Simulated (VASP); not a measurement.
TaN: relaxation of cell and atoms with PBEsol+D4

TaN:

```
Ta N
1.0
     0.00000    2.21132    2.21132
     2.21132    0.00000    2.21132
     2.21132    2.21132    0.00000
Ta N
1 1
Direct
  0.50000 0.50000 0.50000
  0.00000 0.00000 0.00000
```

- Program: VASP 6.6.1
- Task: relaxation of cell and atoms
- Functional: PBEsol
- Dispersion: D4
- Potentials or basis: VASP PAW PBE potentials, release 64 (Ta_pv, N)
- Cutoff: 600 eV
- k mesh: 10 × 10 × 10
- Occupations: fermi-dirac, width 0.05 eV
- Spin: no spin polarisation
- Dipole correction: no
- Further INCAR settings: ALGO = Normal; EDIFF = 1e-06; IBRION = 2; EDIFFG = -0.02; NSW = 80; ISIF = 3

```json
{
 "Relaxed volume": "10.41 Å³/atom",
 "Relaxed cell": "a = 3.088 Å, b = 3.088 Å, c = 3.088 Å, α = 60.00°, β = 60.00°, γ = 60.00°",
 "Space group after relaxing (to 0.05 Å)": "Fm-3m (No. 225)",
 "Energy gained by relaxing": "16.8 meV/atom",
 "Ionic steps": "4",
 "Pressure after relaxing": "-0.1 GPa",
 "Dispersion energy per atom": "-0.187 eV"
}
```

The path:
| step | energy change (eV) | largest force (eV/Å) | pressure (GPa) | volume (Å³) |
| --- | --- | --- | --- | --- |
| 1 | 0.0000 | 0.0000 | -12.78 | 21.63 |
| 2 | 0.1692 | 0.0000 | 39.79 | 19.04 |
| 3 | -0.0335 | 0.0000 | -0.37 | 20.84 |
| 4 | -0.0335 | 0.0000 | -0.07 | 20.82 |

Final structure:
```xyz
2
Lattice="0.0000 2.1835 2.1835 2.1835 0.0000 2.1835 2.1835 2.1835 0.0000" Properties=species:S:1:pos:R:3 pbc="T T T"
Ta    2.1835    2.1835    2.1835
N     2.1835    2.1835    0.0000
```

Levels at points of the mesh, in eV from the Fermi level:
| k point | band 5 | band 6 | band 7 | band 8 | band 9 | band 10 | band 11 | band 12 |
| --- | --- | --- | --- | --- | --- | --- | --- | --- |
| (0.00, 0.00, 0.00) | -3.87 | -3.87 | -3.87 | -2.22 | -2.22 | -2.22 | 0.00 | 0.00 |
| (0.50, 0.00, 0.00) | -10.60 | -7.76 | -7.76 | 1.94 | 1.94 | 2.05 | 3.85 | 7.76 |
| (0.50, 0.50, 0.00) | -6.69 | -5.68 | -4.68 | -4.68 | 2.13 | 3.65 | 3.65 | 4.76 |

It took 34 s on 1 thread of Intel(R) Xeon(R) Platinum 8488C (Sapphire Rapids) (shared host), peak memory 0.18 GiB.

Caveat: the bands computed are all filled at some k points, so no gap is given; the PAW data sets were made with another functional, which shifts forces and pressure a little; spin-orbit coupling is left out, which moves the levels of the heavy elements.
